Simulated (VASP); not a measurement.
Here is a VASP 6.6.1 calculation.

File INCAR:

```
  ALGO = Normal
  EDIFF = 1E-6
  ENCUT = 520
  GGA = CA
  ISIF = 2
  ISMEAR = -1
  LASPH = T
  LCHARG = F
  LREAL = F
  LWAVE = F
  NBANDS = 11
  NELM = 100
  PREC = Accurate
  SIGMA = 0.05
```

KPOINTS

```
k-points
0
Gamma
  13 13 13
```

File POSCAR:

```
C
1.0
    0.0000000000      1.7714007132      1.7714007132
    1.7714007132      0.0000000000      1.7714007132
    1.7714007132      1.7714007132      0.0000000000
C
2
Direct
    0.7500000000      0.7500000000      0.7500000000
    0.5000000000      0.5000000000      0.5000000000
```

Potentials or basis: VASP PAW LDA potentials, release 64 (C).

Launch:

```bash
$ cat potpaw_LDA.64/C/POTCAR > POTCAR
$ mpirun -np 1 vasp_std > vasp.out
```

**Question.** Estimate the band gap on the k mesh.

**Answer.** 4.16 eV, indirect (least direct gap 5.60 eV).

**Question.** Estimate the pressure.

**Answer.** -2.7 GPa.

A k mesh can miss the band edges. As with any semilocal functional, this LDA gap is likely too small.
